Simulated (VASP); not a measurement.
A run of VASP 6.6.1 is set up as follows.

Contents of POSCAR:

```
GaAs
1.0
    0.0000000000      2.8044642338      2.8044642338
    2.8044642338      0.0000000000      2.8044642338
    2.8044642338      2.8044642338      0.0000000000
Ga As
1 1
Direct
    0.0000000000      0.0000000000      0.0000000000
    0.2500000000      0.2500000000      0.2500000000
```

File INCAR.step1:

```
ALGO = Normal
EDIFF = 1E-5
ENCUT = 550
GGA = PE
GGA_COMPAT = F
ISMEAR = 0
LASPH = T
LCHARG = F
LREAL = F
LWAVE = T
NBANDS = 16
NELM = 120
PREC = Accurate
SIGMA = 0.01
```

The input INCAR.step2:

```
ALGO = Normal
EDIFF = 1E-6
ENCUT = 550
GGA_COMPAT = F
ISIF = 2
ISMEAR = 0
ISTART = 1
LASPH = T
LCHARG = F
LMIXTAU = T
LREAL = F
LWAVE = F
METAGGA = R2SCAN
NBANDS = 16
NELM = 120
PREC = Accurate
SIGMA = 0.01
```

File KPOINTS:

```
k-points
0
Gamma
  6 6 6
```

Potentials or basis: VASP PAW PBE potentials, release 64 (Ga_d, As).

Command:

```console
$ cat potpaw_PBE.64/Ga_d/POTCAR potpaw_PBE.64/As/POTCAR > POTCAR
$ cp INCAR.step1 INCAR
$ mpirun -np 1 vasp_std > vasp.out
$ cp INCAR.step2 INCAR
$ mpirun -np 1 vasp_std > vasp.out
```

(1) What does it give for the band gap on the k mesh?

(2) Estimate the pressure.

## Answers

(1) 1.19 eV, direct.

(2) 2.5 GPa.

Caveat: the PAW data sets were made with another functional, which shifts forces and pressure a little.
